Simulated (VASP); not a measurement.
A run of VASP 6.6.1:

Contents of INCAR:

```
ALGO = Normal ; EDIFF = 1E-6
ENCUT = 520 ; GGA = PE
ISIF = 2 ; ISMEAR = 0
ISPIN = 2 ; LASPH = True
LCHARG = False ; LMAXMIX = 4
LORBIT = 11 ; LREAL = False
LWAVE = False ; MAGMOM = -1.83 1.83
NBANDS = 23 ; NELM = 150
PREC = Accurate ; SIGMA = 0.1
```

Contents of KPOINTS:

```
k-points
0
Gamma
  6 6 6
```

Contents of POSCAR:

```
Cr
1.0
    2.8634998966      0.0000000000      0.0000000000
    0.0000000000      2.8634998966      0.0000000000
    0.0000000000      0.0000000000      2.8634998966
Cr
2
Direct
    0.0000000000      0.0000000000      0.0000000000
    0.5000000000      0.5000000000      0.5000000000
```

Potentials or basis: VASP PAW PBE potentials, release 64 (Cr_pv).

Command:

```console
$ cat potpaw_PBE.64/Cr_pv/POTCAR > POTCAR
$ mpirun -np 1 vasp_std > vasp.out
```

Hardware: 1 thread of AMD EPYC 9R45 (Zen 5) (shared host).

Task: Estimate the wall time of this run.

Result: Wall time 11 s on 1 thread of AMD EPYC 9R45 (Zen 5) (shared host), peak memory 0.12 GiB. Counts: scf iterations 16, k points 20.
